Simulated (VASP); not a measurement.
Rh, 2 atoms in the cell. It takes space group P6_3/mmc (No. 194, hexagonal). Conventional cell: a = 2.682 Å, b = 2.682 Å, c = 4.338 Å, α = 90.00°, β = 90.00°, γ = 120.00°. Rh (site symmetry -6m2) has 12 Rh at 2.67 to 2.68 Å within 3.5 Å. 

```yaml
Program: VASP 6.6.1
Task: relaxation of cell and atoms
Functional: PBEsol
Potentials_or_basis: VASP PAW PBE potentials, release 64 (Rh_pv)
Cutoff: 600 eV
k_mesh: 18 × 18 × 10
Occupations: gaussian, width 0.1 eV
Spin: no spin polarisation
Dipole_correction: no
Further_INCAR_settings: ALGO = Fast; EDIFF = 1e-06; IBRION = 2; EDIFFG = -0.005; NSW = 100; ISIF = 3
```

Potentials or basis: VASP PAW PBE potentials, release 64 (Rh_pv).

Command:

```console
$ cat potpaw_PBE.64/Rh_pv/POTCAR > POTCAR
$ mpirun -np 1 vasp_std > vasp.out
```

Hardware: 1 thread of AMD EPYC 7R13 Processor (Zen 3), with other jobs on the host.

Q: Estimate the wall time of this run.

A: Run time: 7.3 min on 1 thread of AMD EPYC 7R13 Processor (Zen 3) (shared host), peak memory 0.22 GiB. Counts: scf iterations 43, k points 222, ion steps 6.
